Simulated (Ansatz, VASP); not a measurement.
## BaS: VASP beside Ansatz

The input INCAR:

```
PREC = Accurate
ENCUT = 520
EDIFF = 1E-6
ISMEAR = 1
SIGMA = 0.005
LREAL = F
LASPH = T
NELM = 60
ALGO = Normal
ISIF = 2
LWAVE = F
LCHARG = F
GGA = PE
NBANDS = 15
```

KPOINTS

```
regular mesh
0
Gamma
  9 9 9
```

File POSCAR:

```
BaS
1.0
    0.0000000000      3.5161364223      3.5161364223
    3.5161364223      0.0000000000      3.5161364223
    3.5161364223      3.5161364223      0.0000000000
Ba S
1 1
Direct
    0.0000000000      0.0000000000      0.0000000000
    0.2500000000      0.2500000000      0.2500000000
```

Input for Ansatz:

```yaml
crystal:
  lattice:
    - [0.0, 3.5161364223, 3.5161364223]
    - [3.5161364223, 0.0, 3.5161364223]
    - [3.5161364223, 3.5161364223, 0.0]
  atoms:
    - { symbol: Ba, position: [0.0, 0.0, 0.0] }
    - { symbol: S, position: [0.25, 0.25, 0.25] }
kpoints:
  mp_grid: { grid: [9, 9, 9] }
  band_path:
    path:
      - [0.0, 0.0, 0.0]
      - [-0.5, -0.5, 0.0]
      - [-0.375, -0.375, 0.25]
      - [-0.375, 0.0, 0.375]
      - [0.0, 0.0, 0.0]
      - [0.0, 0.0, 0.5]
      - [-0.5, -0.25, 0.25]
      - [-0.5, -0.5, 0.0]
    npoints: 14
scf:
  occupations: { method: cold, width: 0.005 }
  mixing: { algorithm: anderson, beta: 0.3, ndim: 16 }
hamiltonian:
  xc: pbe
  pseudopotentials: { kind: all_electron, lapw: { basis_error: 0.00025 } }
output:
  forces: true
  stress: true
  eigenvalues: true
  populations: true
```

Alike in both runs: task single point; functional PBE; k mesh 9 × 9 × 9; no spin polarisation.

|  | VASP | Ansatz |
| --- | --- | --- |
| version | VASP 6.6.1 | Ansatz 0.2.0 |
| potentials or method | VASP PAW PBE potentials, release 64 (Ba_sv, S), cutoff 520 eV | all-electron LAPW, scalar-relativistic |
| occupations | methfessel-paxton of order 1, width 0.005 eV | cold, width 0.005 eV |

VASP gave:

```
gap on the k mesh at the Fermi level (eV) : 2.79
pressure (GPa)                            : 0.5
```

Task: Which values does Ansatz return?

Result: gap on the k mesh at the Fermi level (eV): 2.78; pressure (GPa): 0.0.

Ansatz ran all-electron here, and VASP with PAW potentials.

Neither program's run includes spin-orbit coupling.
